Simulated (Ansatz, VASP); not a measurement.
**TiB6: VASP beside Ansatz**

```
Ti B
1.0
     0.00000    3.12411    3.12411
     3.12411    0.00000    3.12411
     3.12411    3.12411    0.00000
Ti B
1 6
Direct
  0.50000 0.50000 0.50000
  0.03927 0.46073 0.46073
  0.46073 0.03927 0.03927
  0.46073 0.46073 0.03927
  0.03927 0.03927 0.46073
  0.03927 0.46073 0.03927
  0.46073 0.03927 0.46073
```

Alike in both runs: functional PBE; k mesh 10 × 10 × 10; occupations gaussian, width 0.1 eV; no spin polarisation.

Ansatz relaxed the structure, and its values are those at the end. VASP's run is a single point on that final structure, the one shown.

|  | VASP | Ansatz |
| --- | --- | --- |
| version | VASP 6.6.1 | Ansatz 0.2.0 |
| potentials or method | VASP PAW PBE potentials, release 64 (Ti_sv, B), cutoff 520 eV | scalar-relativistic, plane waves, PAW |
| valence electrons in the cell | 30 | 30 |

VASP gave:

```
gap on the k mesh at the Fermi level (eV) : none
pressure (GPa)                            : 0.0
rms of the force components (eV/Å)        : 0.006
```

Question: Which values does Ansatz return?

Answer: gap on the k mesh at the Fermi level (eV): none; pressure (GPa): 0.0; rms of the force components (eV/Å): 0.000.

A gap of «none» marks a metal or a gap that the smearing closes.
